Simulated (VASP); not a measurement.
# Mg16SeS15 (P1) in VASP: single point with HSE06

Aim: the single point of Mg16SeS15 with HSE06.

All numbers are computed with VASP 6.6.1; they aren't measurements. Logs are shortened: lines on timing, memory, paths and dates and some standing lists are left out, and cuts for length are marked.

### Step 1. The cell of the first run

The typed cell holds 64 atoms: a = 10.401 Å, b = 10.401 Å, c = 10.401 Å, α = 90.00°, β = 90.00°, γ = 90.00°.

### Step 2. Single point, HSE06

Contents of POSCAR:

```
Mg16SeS15
1.0
   10.4012920000      0.0000000000      0.0000000000
    0.0000000000     10.4012920000      0.0000000000
    0.0000000000      0.0000000000     10.4012920000
S Se Mg
30 2 32
Direct
    0.2495150000      0.9999490000      0.9998390000
    0.2487870000      0.0005970000      0.4999620000
    0.2490450000      0.4997980000      0.9993260000
    0.2479730000      0.4989770000      0.5008370000
    0.7497740000      0.9998040000      0.9998040000
    0.7504600000      0.0004120000      0.4999690000
    0.7506560000      0.4997030000      0.9991910000
    0.7514160000      0.4987860000      0.5007420000
    0.9997490000      0.2497330000      0.9998660000
    0.9998400000      0.2497400000      0.5000930000
    0.9997620000      0.7499150000      0.9998080000
    0.9996330000      0.7497790000      0.5000570000
    0.4998680000      0.2491430000      0.9993630000
    0.4997520000      0.2489300000      0.5008000000
    0.4997620000      0.7507180000      0.9992060000
    0.9997670000      0.9998750000      0.2499250000
    0.9997440000      0.9998940000      0.7500070000
    0.9997260000      0.4997660000      0.2498150000
    0.9997210000      0.4996870000      0.7500580000
    0.4997410000      0.0005470000      0.2491280000
    0.4996830000      0.0005420000      0.7506920000
    0.4997060000      0.4989880000      0.7506140000
    0.2489990000      0.2491120000      0.2498850000
    0.2497280000      0.2499040000      0.7500380000
    0.2480060000      0.7506820000      0.2490100000
    0.2488660000      0.7499230000      0.7507720000
    0.7507110000      0.2488720000      0.2498640000
    0.7498210000      0.2497830000      0.7498990000
    0.7514210000      0.7505500000      0.2490000000
    0.7504400000      0.7498010000      0.7505810000
    0.4995610000      0.7501790000      0.5003410000
    0.4997680000      0.4993710000      0.2495250000
    0.9996140000      0.0000250000      0.9998240000
    0.9996020000      0.0009150000      0.4999550000
    0.9999040000      0.4997440000      0.9987820000
    0.9996760000      0.4985160000      0.5009970000
    0.4996690000      0.0010790000      0.9987350000
    0.4995980000      0.0048670000      0.5010760000
    0.4998370000      0.4986850000      0.9947380000
    0.4996630000      0.4941800000      0.5054550000
    0.2496090000      0.2498210000      0.0000450000
    0.2486290000      0.2497610000      0.4999910000
    0.2486440000      0.7499000000      0.9998860000
    0.2443510000      0.7498340000      0.4998600000
    0.7500370000      0.2497730000      0.9998100000
    0.7509770000      0.2495150000      0.4998830000
    0.7509420000      0.7496690000      0.9997550000
    0.7547700000      0.7495280000      0.4997510000
    0.2485770000      0.9998360000      0.2498810000
    0.2495110000      0.9999060000      0.7498970000
    0.2445620000      0.4998750000      0.2501860000
    0.2484720000      0.4999760000      0.7500570000
    0.7508130000      0.9996790000      0.2498730000
    0.7499760000      0.9998430000      0.7499040000
    0.7549210000      0.4995900000      0.2500450000
    0.7508670000      0.4998210000      0.7498910000
    0.9998320000      0.2487140000      0.2497500000
    0.9997940000      0.2496370000      0.7501530000
    0.9996990000      0.7509640000      0.2486950000
    0.9995770000      0.7499580000      0.7510250000
    0.4998270000      0.2446680000      0.2488520000
    0.4996930000      0.2486500000      0.7512550000
    0.4997750000      0.7552790000      0.2443560000
    0.4995820000      0.7510430000      0.7551010000
```

Contents of INCAR.step1:

```
PREC = Accurate
ENCUT = 520
EDIFF = 1E-5
ISMEAR = -1
SIGMA = 0.05
LREAL = Auto
LASPH = T
NELM = 100
ALGO = Normal
ISIF = 2
LWAVE = T
LCHARG = F
NBANDS = 166
GGA = PE
NCORE = 4
```

Contents of INCAR.step2:

```
PREC = Accurate
ENCUT = 520
EDIFF = 1E-6
ISMEAR = -1
SIGMA = 0.05
LREAL = Auto
LASPH = T
NELM = 100
ALGO = Normal
ISIF = 2
LWAVE = F
LCHARG = F
GGA = PE
LHFCALC = T
HFSCREEN = 0.2079
PRECFOCK = Fast
NBANDS = 166
ISTART = 1
NCORE = 4
```

Contents of KPOINTS:

```
regular mesh
0
Gamma
  1 1 1
```

Potentials or basis: VASP PAW PBE potentials, release 64 (S, Se, Mg).

Started as:

```bash
$ cat potpaw_PBE.64/S/POTCAR potpaw_PBE.64/Se/POTCAR potpaw_PBE.64/Mg/POTCAR > POTCAR
$ cp INCAR.step1 INCAR
$ mpirun -np 4 vasp_gam > vasp.out
$ cp INCAR.step2 INCAR
$ mpirun -np 4 vasp_gam > vasp.out
```

OUTCAR:

```text
PREC = Accurate
   ENCUT = 520
   EDIFF = 1E-6
   ISMEAR = -1
   LREAL = Auto
   LASPH = T
   NELM = 100
   ISIF = 2
   GGA = PE
   LHFCALC = T
   HFSCREEN = 0.2079
   PRECFOCK = Fast
   ISTART = 1

 ion  position               nearest neighbor table
   1  0.250  1.000  1.000-  41 2.60  33 2.60  50 2.60  49 2.60  43 2.60  37 2.60
   2  0.249  0.001  0.500-  42 2.59  34 2.59  50 2.60  49 2.60  44 2.61  38 2.61
   3  0.249  0.500  0.999-  35 2.59  52 2.59  41 2.60  43 2.60  39 2.61  51 2.61
   4  0.248  0.499  0.501-  36 2.58  42 2.59  52 2.59  51 2.61  44 2.61  40 2.62
   5  0.750  1.000  1.000-  33 2.60  54 2.60  45 2.60  53 2.60  37 2.60  47 2.60
   6  0.750  0.000  0.500-  46 2.59  34 2.59  54 2.60  53 2.60  38 2.61  48 2.61
[... 76 lines left out ...]
  61  0.500  0.245  0.249-  20 2.54  13 2.60  23 2.61  27 2.61  14 2.62  32 2.65  38 3.62  37 3.63
                            53 3.65  49 3.65
  62  0.500  0.249  0.751-  13 2.58  21 2.58  24 2.60  28 2.60  22 2.60  14 2.61  40 3.61  39 3.63
                            38 3.63  37 3.64
  63  0.500  0.755  0.244-  15 2.55  20 2.55  29 2.62  25 2.62  32 2.66  31 2.66  37 3.61  53 3.64
                            43 3.65  49 3.65  47 3.65
  64  0.500  0.751  0.755-  15 2.54  21 2.60  26 2.61  30 2.61  22 2.62  31 2.65  39 3.62  37 3.63
                            43 3.65  47 3.65

  LATTYP: Found a simple cubic cell.
 ALAT       =    10.4012920000

  Lattice vectors:

 A1 = (  10.4012920000,   0.0000000000,   0.0000000000)
 A2 = (   0.0000000000,  10.4012920000,   0.0000000000)
 A3 = (   0.0000000000,   0.0000000000,  10.4012920000)

Analysis of symmetry for initial positions (statically):
=====================================================================
 Subroutine PRICEL returns:
 Original cell was already a primitive cell.

 Routine SETGRP: Setting up the symmetry group for a
 simple cubic supercell.

 Subroutine GETGRP returns: Found  1 space group operations
 (whereof  1 operations were pure point group operations)
 out of a pool of 48 trial point group operations.

The static configuration has the point symmetry C_1 .

Analysis of symmetry for dynamics (positions and initial velocities):
=====================================================================
 Subroutine PRICEL returns:
 Original cell was already a primitive cell.

 Routine SETGRP: Setting up the symmetry group for a
 simple cubic supercell.

 Subroutine GETGRP returns: Found  1 space group operations
 (whereof  1 operations were pure point group operations)
 out of a pool of 48 trial point group operations.

The dynamic configuration has the point symmetry C_1 .

 Subroutine INISYM returns: Found  1 space group operations
 (whereof  1 operations are pure point group operations),
 and found     1 'primitive' translations

----------------------------------------------------------------------------------------

                                     Primitive cell

  volume of cell :    1125.2833

  direct lattice vectors                    reciprocal lattice vectors
    10.401292000  0.000000000  0.000000000     0.096141902  0.000000000  0.000000000
     0.000000000 10.401292000  0.000000000     0.000000000  0.096141902  0.000000000
     0.000000000  0.000000000 10.401292000     0.000000000  0.000000000  0.096141902

  length of vectors
    10.401292000 10.401292000 10.401292000     0.096141902  0.096141902  0.096141902

  position of ions in fractional coordinates (direct lattice)
     0.249515000  0.999949000  0.999839000
     0.248787000  0.000597000  0.499962000
     0.249045000  0.499798000  0.999326000
     0.247973000  0.498977000  0.500837000
     0.749774000  0.999804000  0.999804000
     0.750460000  0.000412000  0.499969000
[... 56 lines left out ...]
     0.499775000  0.755279000  0.244356000
     0.499582000  0.751043000  0.755101000
[... 81 lines left out ...]
     0.000000000  0.000000000  0.096141902     0.000000000  0.000000000  1.000000000

  Length of vectors
     0.096141902  0.096141902  0.096141902

  Shift w.r.t. Gamma in fractional coordinates (k-lattice)
     0.000000000  0.000000000  0.000000000

 Subroutine IBZKPT returns following result:
 ===========================================

 Found      1 irreducible k-points:

 Following reciprocal coordinates:
            Coordinates               Weight
  0.000000  0.000000  0.000000      1.000000
   k-points           NKPTS =      1   k-points in BZ     NKDIM =      1   number of bands    NBANDS=    166
   number of dos      NEDOS =    301   number of ions     NIONS =     64
   total plane-waves  NPLWV = 512000
   dimension x,y,z NGX =    80 NGY =   80 NGZ =   80
   dimension x,y,z NGXF=   160 NGYF=  160 NGZF=  160
   ions per type =              30   2  32
   NGX,Y,Z   is equivalent  to a cutoff of  12.79, 12.79, 12.79 a.u.
   NGXF,Y,Z  is equivalent  to a cutoff of  25.57, 25.57, 25.57 a.u.
 SYSTEM =  unknown system
   PREC   = accura    normal or accurate (medium, high low for compatibility)
   ISTART =      1    job   : 0-new  1-cont  2-samecut
   ICHARG =      0    charge: 1-file 2-atom 10-const
   ISPIN  =      1    spin polarized calculation?
   LNONCOLLINEAR =      F non collinear calculations
   LSORBIT =      F    spin-orbit coupling
   LASPH  =      T    aspherical Exc in radial PAW
   ENCUT  =  520.0 eV  38.22 Ry    6.18 a.u.  19.34 19.34 19.34*2*pi/ulx,y,z
   NELM   =    100;   NELMIN=  2; NELMDL=  0     # of ELM steps
   EDIFF  = 0.1E-05   stopping-criterion for ELM
   LREAL  =      T    real-space projection
   EDIFFG = 0.1E-04   stopping-criterion for IOM
   NSW    =      0    number of steps for IOM
   IBRION =     -1    ionic relax: 0-MD 1-quasi-New 2-CG
   NFREE  =      0    steps in history (QN), initial steepest desc. (CG)
   ISIF   =      2    stress and relaxation
   ISYM   =      3    0-nonsym 1-usesym 2-fastsym
   POTIM  = 0.5000    time-step for ionic-motion
   TEBEG  =    0.0;   TEEND  =   0.0 temperature during run
   PSTRESS=    0.0 pullay stress
   NELECT =     256.0000    total number of electrons
   NUPDOWN=      -1.0000    fix difference up-down
   EMIN   =  10.00;   EMAX   =-10.00  energy-range for DOS
   EFERMI =   0.00;   METHOD = LEGACY
   ISMEAR =    -1;   SIGMA  =   0.05  broadening in eV -4-tet -1-fermi 0-gaus
   EFERMI_NEDOS =   21; number of points for ismear=-14 and -15
   IALGO  =     38    algorithm
   IMIX   =      1    mixing-type and parameters
     AMIX     =   0.40;   BMIX     =  1.00
     AMIX_MAG =   1.60;   BMIX_MAG =  1.00
  volume/ion in A,a.u.               =      17.58       118.65
  Fermi-wavevector in a.u.,A,eV,Ry     =   0.999388  1.888570 13.589182  0.998777
  Thomas-Fermi vector in A             =   2.131675
   LORBIT       =      0    0 simple, 1 ext, 2 COOP (PROOUT), +10 PAW based schemes
   GGA     = PE    functional components
   LHFCALC =     T    Hartree Fock is set to
   PRECFOCK=fast      Normal, Fast or Accurate (Low or Medium for compatibility)
   ENCUT4O =  -1.0   cutoff for four orbital integrals eV
   NKREDX  =     1    reduce k-point grid by
   NKREDY  =     1    reduce k-point grid by
   NKREDZ  =     1    reduce k-point grid by
   AEXX    =    0.2500 exact exchange contribution
   HFSCREEN=    0.2079 screening length (either q_TF or 0.3 A-1)
   HFSCREENC=   0.2079 screening length for correlation (either q_TF or 0.3 A-1)
   ENCUTFOCK=  -1.0 apply spherical cutoff to Coloumb kernel
   IVDW    =     0    specifies the selected vdW correction
   LEPSILON=     F    determine dielectric tensor
   LRPA    =     F    only Hartree local field effects (RPA)
 non-spin polarized calculation
  energy-cutoff  :      520.00
  volume of cell :     1125.28
 maximum number of plane-waves:     15276
 NGX is ok and might be reduce to    80
  NGX = 40; NGY = 40; NGZ = 40

 number of electron     256.0000025 magnetization

 Free energy of the ion-electron system (eV)
  ---------------------------------------------------
  ext. energy  EPLUGINS =         0.00000000
  ---------------------------------------------------
  free energy    TOTEN  =      -312.91113448 eV

  energy without entropy =     -312.91113448  energy(sigma->0) =     -312.91113448

 E-fermi :   4.4456     XC(G=0):  -8.0678

 val. band max:        3.1919691256   @ k =   0.0000   0.0000   0.0000
 cond. band min:       6.8236920552   @ k =   0.0000   0.0000   0.0000
 fundamental gap:      3.6317229296
 Fermi energy:         4.4456180097

 k-point     1 :       0.0000    0.0000    0.0000
  band No.  band energies     occupation
      1     -10.8925      2.00000
      2     -10.1109      2.00000
      3     -10.0851      2.00000
      4     -10.0838      2.00000
      5     -10.0678      2.00000
      6     -10.0623      2.00000
[... 132 lines left out ...]
    139       8.6895      0.00000
    140       9.1985      0.00000
 [bands above 140 left out]

------------------------ aborting loop because EDIFF is reached ----------------------------------------

  FORCE on cell =-STRESS in cart. coord.  units (eV):
  Direction    XX          YY          ZZ          XY          YZ          ZX
  --------------------------------------------------------------------------------------
  -------------------------------------------------------------------------------------
  Total        3.7048038      3.7150805      3.7126939     -0.0012685     -0.0262586     -0.0068936
  in kB        5.2748963      5.2895283      5.2861303     -0.0018061     -0.0373869     -0.0098151
  external PRESSURE =       5.2835183 kB  Pullay stress =       0.0000000 kB

 VOLUME and BASIS-vectors are now :
 -----------------------------------------------------------------------------
  energy-cutoff  :      520.00
  volume of cell :     1125.28
      direct lattice vectors                 reciprocal lattice vectors
    10.401292000  0.000000000  0.000000000     0.096141902  0.000000000  0.000000000
     0.000000000 10.401292000  0.000000000     0.000000000  0.096141902  0.000000000
     0.000000000  0.000000000 10.401292000     0.000000000  0.000000000  0.096141902

 POSITION                                       TOTAL-FORCE (eV/Angst)
 -----------------------------------------------------------------------------------
      2.59528     10.40076     10.39962         0.009818      0.000086      0.001663
      2.58771      0.00621      5.20025        -0.001862      0.004703      0.000814
      2.59039      5.19854     10.39428        -0.009152     -0.000707     -0.012352
      2.57924      5.19001      5.20935        -0.004639     -0.003089      0.002197
      7.79862     10.39925     10.39925         0.000753      0.000766      0.000671
      7.80575      0.00429      5.20032         0.005290      0.006325     -0.000345
[... 56 lines left out ...]
      5.19831      7.85588      2.54162        -0.002019      0.000678      0.003194
      5.19630      7.81182      7.85403         0.003504      0.004262     -0.008284
 -----------------------------------------------------------------------------------
    total drift:                               -0.007683     -0.010380     -0.005233

  FREE ENERGIE OF THE ION-ELECTRON SYSTEM (eV)
  ---------------------------------------------------
  free  energy   TOTEN  =      -312.9111344847 eV

  energy  without entropy=     -312.9111344846  energy(sigma->0) =     -312.91113448
```

Wall time 9.3 min (4 MPI ranks of Oxide Virtual Turin-like, shared host); peak memory 0.47 GiB.

What came out:

| Property | Result |
| --- | --- |
| Free energy | -312.9111 eV |
| Pressure | 0.5 GPa |
| Largest force | 0.027 eV/Å |
| Band gap on the k mesh | 3.63 eV |

Forces on the atoms (eV/Å):
```
S    0.010  0.000  0.002
S   -0.002  0.005  0.001
S   -0.009 -0.001 -0.012
S   -0.005 -0.003  0.002
S    0.001  0.001  0.001
S    0.005  0.006  0.000
S    0.001  0.001 -0.009
S    0.006 -0.001  0.003
S    0.002  0.003  0.002
S   -0.005 -0.006 -0.006
S   -0.003 -0.001 -0.003
S    0.001  0.002 -0.004
S   -0.002 -0.012 -0.014
S   -0.001 -0.003  0.002
S   -0.001  0.001 -0.010
S   -0.004  0.002 -0.003
S   -0.003 -0.002 -0.004
S    0.001 -0.002  0.002
S    0.000  0.005  0.000
S   -0.003  0.007 -0.007
S    0.001  0.010  0.007
S    0.000 -0.003  0.013
S   -0.008 -0.010  0.003
S   -0.001 -0.007  0.003
S   -0.005  0.004  0.001
S   -0.006 -0.001  0.002
S    0.001 -0.004  0.001
S   -0.002 -0.005  0.003
S    0.008  0.006 -0.002
S    0.006  0.001  0.008
Se  -0.005  0.012  0.015
Se  -0.001 -0.021 -0.017
Mg   0.003  0.001 -0.005
Mg   0.002  0.001  0.009
Mg  -0.003 -0.005 -0.002
Mg   0.002  0.000  0.009
Mg   0.001  0.002 -0.002
Mg   0.002 -0.006  0.008
Mg   0.000 -0.006  0.009
Mg   0.001  0.002 -0.001
Mg   0.000  0.005 -0.002
Mg  -0.002  0.004 -0.002
Mg  -0.005 -0.004  0.003
Mg   0.005 -0.005 -0.002
Mg   0.000  0.002  0.005
Mg   0.000  0.007  0.000
Mg   0.001  0.002  0.005
Mg   0.001  0.002  0.000
Mg  -0.002  0.000  0.003
Mg  -0.001 -0.001  0.000
Mg   0.001  0.004 -0.003
Mg   0.001 -0.002 -0.002
Mg   0.006  0.001  0.003
Mg  -0.002 -0.003 -0.002
Mg   0.000  0.008 -0.001
Mg   0.003  0.000  0.001
Mg   0.000 -0.004 -0.001
Mg   0.000 -0.002  0.002
Mg   0.001  0.004 -0.001
Mg   0.004  0.004  0.003
Mg   0.000  0.006 -0.006
Mg   0.003 -0.003  0.000
Mg  -0.002  0.001  0.003
Mg   0.004  0.004 -0.008
```

Caveat: the k points lie up to 0.60 Å⁻¹ apart; the PAW data sets were made with another functional, which shifts forces and pressure a little.
